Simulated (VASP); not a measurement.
# MgS (Fm-3m) in VASP: relaxation of cell and atoms with r2SCAN

Aim: the relaxation of cell and atoms of MgS with r2SCAN.

Everything below comes from runs of VASP 6.6.1. Logs are shortened: lines on timing, memory, paths and dates and some standing lists are left out, and cuts for length are marked.

**1. The cell of the first run**

The structure is cubic, space group Fm-3m (No. 225). Conventional cell: a = 5.203 Å, b = 5.203 Å, c = 5.203 Å, α = 90.00°, β = 90.00°, γ = 90.00°. Mg (site symmetry m-3m) has 6 S at 2.60 Å within 3.4 Å. S (site symmetry m-3m) has 6 Mg at 2.60 Å within 3.4 Å.

**2. Relaxation of cell and atoms, r2SCAN, target pressure 10 GPa, at which the enthalpy is minimised**

Contents of POSCAR:

```
MgS
1.0
    0.0000000000      2.6016500000      2.6016500000
    2.6016500000      0.0000000000      2.6016500000
    2.6016500000      2.6016500000      0.0000000000
Mg S
1 1
Direct
    0.0000000000      0.0000000000      0.0000000000
    0.5000000000      0.5000000000      0.5000000000
```

Contents of INCAR.step1:

```
SYSTEM = MgS
  PREC = Accurate
  ENCUT = 600
  ISMEAR = 0
  SIGMA = 0.01
  LREAL = .FALSE.
  LASPH = .TRUE.
  NELM = 60
  GGA = PE
  ALGO = Normal
  EDIFF = 1E-4
  LWAVE = .TRUE.
  LCHARG = .FALSE.
```

Contents of INCAR.step2:

```
SYSTEM = MgS
  PREC = Accurate
  ENCUT = 600
  EDIFF = 1E-6
  ISMEAR = 0
  SIGMA = 0.01
  LREAL = .FALSE.
  LASPH = .TRUE.
  NELM = 60
  ALGO = Normal
  ISIF = 3
  LWAVE = .FALSE.
  LCHARG = .FALSE.
  METAGGA = R2SCAN
  LMIXTAU = .TRUE.
  IBRION = 2
  NSW = 100
  EDIFFG = -0.002
  PSTRESS = 100.0
  ISTART = 1
```

Contents of KPOINTS:

```
Automatic mesh
0
G
  8 8 8
  0 0 0
```

Potentials or basis: VASP PAW PBE potentials, release 64 (Mg, S).

On the command line:

```bash
cat potpaw_PBE.64/Mg/POTCAR potpaw_PBE.64/S/POTCAR > POTCAR
cp INCAR.step1 INCAR
mpirun -np 1 vasp_std > vasp.out
cp INCAR.step2 INCAR
mpirun -np 1 vasp_std > vasp.out
```

OUTCAR:

```text
SYSTEM = MgS
   PREC = Accurate
   ENCUT = 600
   EDIFF = 1E-6
   ISMEAR = 0
   LREAL = .FALSE.
   LASPH = .TRUE.
   NELM = 60
   ISIF = 3
   METAGGA = R2SCAN
   IBRION = 2
   NSW = 100
   EDIFFG = -0.002
   PSTRESS = 100.0
   ISTART = 1

 ion  position               nearest neighbor table
   1  0.000  0.000  0.000-   2 2.60   2 2.60   2 2.60   2 2.60   2 2.60   2 2.60
   2  0.500  0.500  0.500-   1 2.60   1 2.60   1 2.60   1 2.60   1 2.60   1 2.60

  LATTYP: Found a face centered cubic cell.
 ALAT       =     5.2033000000

  Lattice vectors:

 A1 = (   0.0000000000,   2.6016500000,   2.6016500000)
 A2 = (   2.6016500000,   0.0000000000,   2.6016500000)
 A3 = (   2.6016500000,   2.6016500000,   0.0000000000)

Analysis of symmetry for initial positions (statically):
=====================================================================
 Subroutine PRICEL returns:
 Original cell was already a primitive cell.

 Routine SETGRP: Setting up the symmetry group for a
 face centered cubic supercell.

 Subroutine GETGRP returns: Found 48 space group operations
 (whereof 48 operations were pure point group operations)
 out of a pool of 48 trial point group operations.

The static configuration has the point symmetry O_h .

Analysis of symmetry for dynamics (positions and initial velocities):
=====================================================================
 Subroutine PRICEL returns:
 Original cell was already a primitive cell.

 Routine SETGRP: Setting up the symmetry group for a
 face centered cubic supercell.

 Subroutine GETGRP returns: Found 48 space group operations
 (whereof 48 operations were pure point group operations)
 out of a pool of 48 trial point group operations.

The dynamic configuration has the point symmetry O_h .

 Subroutine INISYM returns: Found 48 space group operations
 (whereof 48 operations are pure point group operations),
 and found     1 'primitive' translations

----------------------------------------------------------------------------------------

                                     Primitive cell

  volume of cell :      35.2190

  direct lattice vectors                    reciprocal lattice vectors
     0.000000000  2.601650000  2.601650000    -0.192185728  0.192185728  0.192185728
     2.601650000  0.000000000  2.601650000     0.192185728 -0.192185728  0.192185728
     2.601650000  2.601650000  0.000000000     0.192185728  0.192185728 -0.192185728

  length of vectors
     3.679288715  3.679288715  3.679288715     0.332875446  0.332875446  0.332875446

  position of ions in fractional coordinates (direct lattice)
     0.000000000  0.000000000  0.000000000
     0.500000000  0.500000000  0.500000000

  ion indices of the primitive-cell ions
   primitive index   ion index
                 1           1
                 2           2

----------------------------------------------------------------------------------------

 KPOINTS: Automatic mesh

Automatic generation of k-mesh.
 Grid dimensions read from file:
 generate k-points for:    8    8    8

 Generating k-lattice:

  Cartesian coordinates                     Fractional coordinates (reciprocal lattice)
    -0.024023216  0.024023216  0.024023216     0.125000000  0.000000000  0.000000000
     0.024023216 -0.024023216  0.024023216     0.000000000  0.125000000  0.000000000
     0.024023216  0.024023216 -0.024023216     0.000000000  0.000000000  0.125000000

  Length of vectors
     0.041609431  0.041609431  0.041609431

  Shift w.r.t. Gamma in fractional coordinates (k-lattice)
     0.000000000  0.000000000  0.000000000

 Subroutine IBZKPT returns following result:
 ===========================================

 Found     29 irreducible k-points:

 Following reciprocal coordinates:
            Coordinates               Weight
  0.000000  0.000000  0.000000      1.000000
  0.125000  0.000000  0.000000      8.000000
  0.250000  0.000000  0.000000      8.000000
  0.375000  0.000000  0.000000      8.000000
  0.500000  0.000000  0.000000      4.000000
  0.125000  0.125000  0.000000      6.000000
[... 16 lines left out ...]
  0.500000  0.250000  0.125000     48.000000
 -0.375000  0.250000  0.125000     24.000000
 [... further k-points ...]
   k-points           NKPTS =     29   k-points in BZ     NKDIM =     29   number of bands    NBANDS=      8
   number of dos      NEDOS =    301   number of ions     NIONS =      2
   total plane-waves  NPLWV =  27000
   dimension x,y,z NGX =    30 NGY =   30 NGZ =   30
   dimension x,y,z NGXF=    60 NGYF=   60 NGZF=   60
   ions per type =               1   1
   NGX,Y,Z   is equivalent  to a cutoff of  13.56, 13.56, 13.56 a.u.
   NGXF,Y,Z  is equivalent  to a cutoff of  27.11, 27.11, 27.11 a.u.
 SYSTEM =  MgS
   PREC   = accura    normal or accurate (medium, high low for compatibility)
   ISTART =      1    job   : 0-new  1-cont  2-samecut
   ICHARG =      0    charge: 1-file 2-atom 10-const
   ISPIN  =      1    spin polarized calculation?
   LNONCOLLINEAR =      F non collinear calculations
   LSORBIT =      F    spin-orbit coupling
   LASPH  =      T    aspherical Exc in radial PAW
   ENCUT  =  600.0 eV  44.10 Ry    6.64 a.u.   7.35  7.35  7.35*2*pi/ulx,y,z
   NELM   =     60;   NELMIN=  2; NELMDL=  0     # of ELM steps
   EDIFF  = 0.1E-05   stopping-criterion for ELM
   LREAL  =      F    real-space projection
   EDIFFG = -.2E-02   stopping-criterion for IOM
   NSW    =    100    number of steps for IOM
   IBRION =      2    ionic relax: 0-MD 1-quasi-New 2-CG
   NFREE  =      1    steps in history (QN), initial steepest desc. (CG)
   ISIF   =      3    stress and relaxation
   ISYM   =      2    0-nonsym 1-usesym 2-fastsym
   POTIM  = 0.5000    time-step for ionic-motion
   TEBEG  =    0.0;   TEEND  =   0.0 temperature during run
   PSTRESS=  100.0 pullay stress
   NELECT =       8.0000    total number of electrons
   NUPDOWN=      -1.0000    fix difference up-down
   EMIN   =  10.00;   EMAX   =-10.00  energy-range for DOS
   EFERMI =   0.00;   METHOD = LEGACY
   ISMEAR =     0;   SIGMA  =   0.01  broadening in eV -4-tet -1-fermi 0-gaus
   EFERMI_NEDOS =   21; number of points for ismear=-14 and -15
   IALGO  =     38    algorithm
   IMIX   =      4    mixing-type and parameters
     AMIX     =   0.40;   BMIX     =  1.00
     AMIX_MAG =   1.60;   BMIX_MAG =  1.00
  volume/ion in A,a.u.               =      17.61       118.83
  Fermi-wavevector in a.u.,A,eV,Ry     =   0.998878  1.887606 13.575323  0.997758
  Thomas-Fermi vector in A             =   2.131131
   LORBIT       =      0    0 simple, 1 ext, 2 COOP (PROOUT), +10 PAW based schemes
   METAGGA = R2SCAN    functional components
   LHFCALC =     F    Hartree Fock is set to
   AEXX    =    0.0000 exact exchange contribution
   IVDW    =     0    specifies the selected vdW correction
   LEPSILON=     F    determine dielectric tensor
   LRPA    =     F    only Hartree local field effects (RPA)
 conjugate gradient relaxation of ions
 non-spin polarized calculation
 Gauss-broadening in eV      SIGMA  =   0.01
  energy-cutoff  :      600.00
  volume of cell :       35.22
 maximum number of plane-waves:      1211
 NGX is ok and might be reduce to    30
   NGX = 15   NGY = 15   NGZ = 15

--------------------------------------- Ionic step        1  -------------------------------------------

 number of electron       7.9999999 magnetization

 Free energy of the ion-electron system (eV)
  ---------------------------------------------------
  ext. energy  EPLUGINS =         0.00000000
  ---------------------------------------------------
  free energy    TOTEN  =       -15.51098022 eV

  energy without entropy =      -15.51098022  energy(sigma->0) =      -15.51098022

------------------------ aborting loop because EDIFF is reached ----------------------------------------

  FORCE on cell =-STRESS in cart. coord.  units (eV):
  Direction    XX          YY          ZZ          XY          YZ          ZX
  --------------------------------------------------------------------------------------
  -------------------------------------------------------------------------------------
  Total       -0.0994265     -0.0994265     -0.0994265     -0.0000000     -0.0000000      0.0000000
  in kB       -4.5231009     -4.5231009     -4.5231009     -0.0000000     -0.0000000      0.0000000
  external PRESSURE =    -104.5231009 kB  Pullay stress =     100.0000000 kB
[... 175 lines left out ...]
  enthalpy is  TOTEN    =       -13.4389019714 eV   P V=        1.9784680937

--------------------------------------- Ionic step        6  -------------------------------------------

 number of electron       7.9999999 magnetization

 Free energy of the ion-electron system (eV)
  ---------------------------------------------------
  ext. energy  EPLUGINS =         0.00000000
  ---------------------------------------------------
  free energy    TOTEN  =       -15.41505168 eV

  energy without entropy =      -15.41505168  energy(sigma->0) =      -15.41505168

 E-fermi :   4.5400     XC(G=0): -10.5716

 val. band max:        4.5000610300   @ k =   0.0000   0.0000   0.0000
 cond. band min:       8.1558138533   @ k =   0.5000   0.5000   0.0000
 fundamental gap:      3.6557528233
 Fermi energy:         4.5399774237

 k-point     1 :       0.0000    0.0000    0.0000
  band No.  band energies     occupation
      1      -9.3553      2.00000
      2       4.5001      2.00000
      3       4.5001      2.00000
      4       4.5001      2.00000
      5      10.0734      0.00000
      6      12.9288      0.00000
      7      12.9288      0.00000
      8      12.9288      0.00000
[... 243 lines left out ...]
 k-point    24 :      -0.3750    0.2500    0.1250
  band No.  band energies     occupation
      1      -7.4782      2.00000
      2      -0.4160      2.00000
      3       1.9887      2.00000
      4       3.1132      2.00000
      5      10.9485      0.00000
      6      11.4849      0.00000
      7      13.9387      0.00000
      8      15.2339      0.00000

 [... further k-points ...]
[... 5 lines left out ...]
  --------------------------------------------------------------------------------------
  -------------------------------------------------------------------------------------
  Total        1.9786013      1.9786013      1.9786013      0.0000000      0.0000000      0.0000000
  in kB      100.1248320    100.1248320    100.1248320      0.0000000      0.0000000      0.0000000
  external PRESSURE =       0.1248320 kB  Pullay stress =     100.0000000 kB
[... 17 lines left out ...]
  FREE ENERGIE OF THE ION-ELECTRON SYSTEM (eV)
  ---------------------------------------------------
  free  energy   TOTEN  =       -15.4150516833 eV

  energy  without entropy=      -15.4150516833  energy(sigma->0) =      -15.41505168

  enthalpy is  TOTEN    =       -13.4389172685 eV   P V=        1.9761344148

 reached required accuracy - stopping structural energy minimisation
```

It took 3.6 min on 1 thread of AMD EPYC 7R43 (Zen 3), shared host; peak memory 0.15 GiB.

What came out:

```
Free energy                                            : -15.4151 eV
Relaxed volume                                         : 15.83 Å³/atom
Relaxed cell                                           : a = 3.551 Å, b = 3.551 Å, c = 3.551 Å, α = 60.00°, β = 60.00°, γ = 60.00°
Space group after relaxing (to 0.05 Å)                 : Fm-3m (No. 225)
Energy change on relaxing (the enthalpy is what falls) : +48.0 meV/atom
Ionic steps                                            : 6
Pressure after relaxing                                : 10.0 GPa
Band gap on the k mesh                                 : 3.66 eV, indirect (least direct gap 5.57 eV)
```

The path:
| step | energy change (eV) | largest force (eV/Å) | pressure (GPa) | volume (Å³) |
| --- | --- | --- | --- | --- |
| 1 | 0.0000 | 0.0000 | -0.45 | 35.22 |
| 2 | 0.2706 | 0.0000 | 18.71 | 29.68 |
| 3 | 0.0951 | 0.0000 | 9.96 | 31.68 |
| 4 | 0.0994 | 0.0000 | 10.22 | 31.61 |
| 5 | 0.0936 | 0.0000 | 9.87 | 31.70 |
| 6 | 0.0959 | 0.0000 | 10.01 | 31.66 |

Final structure:
```yaml
crystal:
  lattice:
    - [0.00000, 2.51092, 2.51092]
    - [2.51092, 0.00000, 2.51092]
    - [2.51092, 2.51092, 0.00000]
  atoms:
    - { symbol: Mg, position: [0.00000, 0.00000, 0.00000] }
    - { symbol: S, position: [0.50000, 0.50000, 0.50000] }
```

Caveat: the cell is relaxed towards a set pressure, so the enthalpy falls and the energy may rise; the PAW data sets were made with another functional, which shifts forces and pressure a little. A k mesh can miss the band edges.
